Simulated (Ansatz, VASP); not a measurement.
RbRu2: VASP beside Ansatz

```
CELL_PARAMETERS angstrom
3.98588 0.00000 0.00000
-1.99294 3.45187 0.00000
0.00000 0.00000 6.00039
ATOMIC_POSITIONS crystal
Rb 0.00000 0.00000 0.00000
Ru 0.33333 0.66667 0.46456
Ru 0.66667 0.33333 0.53544
```

Alike in both runs: functional PBE; k mesh 12 × 12 × 8; occupations gaussian, width 0.1 eV; no spin polarisation.

Ansatz relaxed the structure, and its values are those at the end. VASP's run is a single point on that final structure, the one shown.

|  | VASP | Ansatz |
| --- | --- | --- |
| version | VASP 6.6.1 | Ansatz 0.2.0 |
| potentials or method | VASP PAW PBE potentials, release 64 (Rb_sv, Ru_pv), cutoff 520 eV | scalar-relativistic, plane waves, PAW |
| valence electrons in the cell | 37 | 41 |

```csv
,VASP,Ansatz,Ansatz less VASP
gap on the k mesh at the Fermi level (eV),none,none,-
pressure (GPa),0.1,0.0,-0.12
rms of the force components (eV/Å),0.014,0.004,-0.0096
```

A gap of «none» marks a metal or a gap that the smearing closes. The functional is the same, so the differences come from potentials, cutoffs and numerics. VASP's potentials hold 37 valence electrons a cell and Ansatz's 41, so a difference there can come from the potentials and not from the codes.
